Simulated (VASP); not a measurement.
Here is a VASP 6.6.1 calculation.

The input INCAR:

```
SYSTEM = SnSb2C3
PREC     = Accurate       ! precision mode
ENCUT    = 520            ! plane-wave cutoff, eV
EDIFF    = 1E-7           ! SCF threshold, eV
ISMEAR   = 0              ! smearing method
SIGMA    = 0.1            ! smearing width, eV
LREAL    = .FALSE.        ! projectors in reciprocal space
LASPH    = .TRUE.         ! aspherical terms in the spheres
NELM     = 60             ! most SCF steps
ALGO     = Fast           ! electronic algorithm
ISIF     = 2              ! what is computed and relaxed
LWAVE    = .FALSE.        ! write WAVECAR
LCHARG   = .FALSE.        ! write CHGCAR
GGA      = PE             ! functional
NBANDS   = 27             ! bands
```

Contents of KPOINTS:

```
Automatic mesh
0
G
  6 6 12
  0 0 0
```

File POSCAR:

```
SnSb2C3
1.0
    6.0245529319      0.0000000000      0.0000000000
   -3.0122764659      5.2174158855      0.0000000000
    0.0000000000      0.0000000000      3.1387679149
Sn Sb C
1 2 3
Direct
    0.0000000000      0.0000000000      0.0000000000
    0.3333333333      0.6666666667      0.0000000000
    0.6666666667      0.3333333333      0.0000000000
    0.5000000000      0.0000000000      0.5000000000
    0.5000000000      0.5000000000      0.5000000000
    0.0000000000      0.5000000000      0.5000000000
```

Potentials or basis: VASP PAW PBE potentials, release 64 (Sn_d, Sb, C).

Command:

```console
$ cat potpaw_PBE.64/Sn_d/POTCAR potpaw_PBE.64/Sb/POTCAR potpaw_PBE.64/C/POTCAR > POTCAR
$ mpirun -np 1 vasp_std > vasp.out
```

Task: What does it give for the pressure?

Result: -0.1 GPa.

Task: What does it give for the band gap on the k mesh?

Result: Zero (bands 18 and 19 overlap by 1.69 eV).

Caveat: spin-orbit coupling is left out, which moves the levels of the heavy elements.
